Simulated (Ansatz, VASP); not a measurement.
## BaSi12: VASP beside Ansatz

File INCAR:

```
ALGO = Normal
EDIFF = 1E-6
EDIFFG = -0.04
ENCUT = 600
GGA = PE
IBRION = 2
ISIF = 3
ISMEAR = 0
LASPH = T
LCHARG = F
LREAL = F
LWAVE = F
NELM = 60
NSW = 90
PREC = Accurate
SIGMA = 0.1
```

KPOINTS

```
k-points
0
Gamma
  3 3 6
```

Contents of POSCAR:

```
BaSi12
1.0
    8.5463443800      0.0000000000      0.0000000000
   -4.2731721900      7.4013513400      0.0000000000
    0.0000000000      0.0000000000      3.2370064200
Ba Si
1 12
Direct
    0.0000000000      0.0000000000      0.5000000000
    0.8502730400      0.5388260200      0.7830020200
    0.6885529800      0.5388260200      0.2169979800
    0.3114470200      0.8502730400      0.2169979800
    0.6885529800      0.1497269600      0.7830020200
    0.1497269600      0.6885529800      0.7830020200
    0.5388260200      0.6885529800      0.2169979800
    0.4611739800      0.1497269600      0.2169979800
    0.3114470200      0.4611739800      0.7830020200
    0.1497269600      0.4611739800      0.2169979800
    0.5388260200      0.8502730400      0.7830020200
    0.8502730400      0.3114470200      0.2169979800
    0.4611739800      0.3114470200      0.7830020200
```

Input for Ansatz:

```yaml
crystal:
  lattice:
    - [8.54634438, 0.0, 0.0]
    - [-4.27317219, 7.40135134, 0.0]
    - [0.0, 0.0, 3.23700642]
  atoms:
    - { symbol: Ba, position: [0.0, 0.0, 0.5] }
    - { symbol: Si, position: [0.85027304, 0.53882602, 0.78300202] }
    - { symbol: Si, position: [0.68855298, 0.53882602, 0.21699798] }
    - { symbol: Si, position: [0.31144702, 0.85027304, 0.21699798] }
    - { symbol: Si, position: [0.68855298, 0.14972696, 0.78300202] }
    - { symbol: Si, position: [0.14972696, 0.68855298, 0.78300202] }
    - { symbol: Si, position: [0.53882602, 0.68855298, 0.21699798] }
    - { symbol: Si, position: [0.46117398, 0.14972696, 0.21699798] }
    - { symbol: Si, position: [0.31144702, 0.46117398, 0.78300202] }
    - { symbol: Si, position: [0.14972696, 0.46117398, 0.21699798] }
    - { symbol: Si, position: [0.53882602, 0.85027304, 0.78300202] }
    - { symbol: Si, position: [0.85027304, 0.31144702, 0.21699798] }
    - { symbol: Si, position: [0.46117398, 0.31144702, 0.78300202] }
basis:
  ecutwfc: 420
kpoints:
  mp_grid: { grid: [3, 3, 6] }
hamiltonian:
  xc: pbe
scf:
  occupations: { method: gaussian, width: 0.1 }
  lower_state_search: "off"
output:
  forces: true
  stress: true
  eigenvalues: true
relax:
  adjacent_minimum: "off"
  f_tol: 0.04
  max_steps: 70
  cell: { stress_tol: 0.4 }
```

Alike in both runs: task relaxation of cell and atoms; functional PBE; k mesh 3 × 3 × 6; occupations gaussian, width 0.1 eV; no spin polarisation.

|  | VASP | Ansatz |
| --- | --- | --- |
| version | VASP 6.6.1 | Ansatz 0.2.0 |
| potentials or method | VASP PAW PBE potentials, release 64 (Ba_sv, Si), cutoff 600 eV | scalar-relativistic, plane waves, PAW |
| valence electrons in the cell | 58 | 58 |

|  | VASP | Ansatz | Ansatz less VASP |
| --- | --- | --- | --- |
| gap on the k mesh at the Fermi level, each at its own relaxed structure (eV) | none | none | - |
| relaxed volume (Å³/atom) | 20.20 | 20.14 | -0.057 |
| relaxed cell length with the largest relative difference (Å) | 3.835 | 3.847 | +0.0123 |

A gap of «none» marks a metal or a gap that the smearing closes.

Neither program's run includes spin-orbit coupling. Noted on VASP's run: the volume moved by over 15 % at a fixed basis, so the end points are rough.
